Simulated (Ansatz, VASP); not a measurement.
WC: VASP beside Ansatz

```
W C
1.0
     2.89820    0.00000    0.00000
    -1.44910    2.50991    0.00000
     0.00000    0.00000    2.77477
W C
1 1
Direct
  0.00000 0.00000 0.00000
  0.66667 0.33333 0.50000
```

Change from the starting cell: z stretched by -2 %, ions relaxed.

Alike in both runs: functional PBE; k mesh 18 × 18 × 16; occupations fermi-dirac, width 0.05 eV; collinear spin.

Ansatz relaxed the structure, and its values are those at the end. VASP's run is a single point on that final structure, the one shown.

|  | VASP | Ansatz |
| --- | --- | --- |
| version | VASP 6.6.1 | Ansatz 0.2.0 |
| potentials or method | VASP PAW PBE potentials, release 64 (W_sv, C) | plane-wave PAW, scalar-relativistic |
| plane-wave cutoff (eV) | 520 | 420 |
| valence electrons in the cell | 18 | 18 |

VASP gave:

* pressure (GPa): 19.9
* net moment per atom (μB): 0.00

Q: Estimate Ansatz's values.

A: Pressure (GPa): 18.6; net moment per atom (μB): 0.00.

The functional is the same, so the differences come from potentials, cutoffs and numerics. Ansatz's warnings: seeded moment not kept, stress scf threshold loose.

Neither program's run includes spin-orbit coupling.
